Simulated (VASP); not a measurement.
Runs of VASP 6.6.1 on Be2C. The structure is that of space group Fm-3m (No. 225), or close to it. The cells are those of the table. 

```csv
task,cell,cutoff (eV),gap on the mesh (eV),pressure (GPa)
single point,"a = 3.011 Å, angles 60.3°, 3 atoms",600,1.18,0.5
single point,"a = 3.026, b = 3.026, c = 3.018 Å, angles 60.1, 60.1, 59.8°, 3 atoms",600,1.16,-0.6
single point,"a = 3.003 Å, angles 60.0°, 3 atoms",600,(a),(c)
single point,"a = 3.018 Å, angles 60.0°, 3 atoms",600,1.20,0.5
single point,"a = 3.026 Å, angles 59.7°, 3 atoms",600,1.19,0.5
single point,"a = 3.011, b = 3.011, c = 3.018 Å, angles 59.9, 59.9, 60.2°, 3 atoms",600,1.12,(b)
relaxation of the atoms,"atoms relaxed from a = 3.011 Å, angles 60.3°, 3 atoms",520,1.18,0.7
single point,"a = 3.033 Å, angles 60.0°, 3 atoms",600,1.19,-2.7
relaxation of the atoms,"atoms relaxed from a = 3.026 Å, angles 59.7°, 3 atoms",520,1.19,0.7
```

Alike in all rows: level LDA; potentials or basis VASP PAW LDA potentials, release 64 (Be, C); no spin polarisation; k mesh 10 × 10 × 10; smearing gaussian 0.01 eV.

Task: Estimate the missing entries.

Result: (a) 1.21; (b) 1.6; (c) 3.9.

A k mesh can miss the band edges.
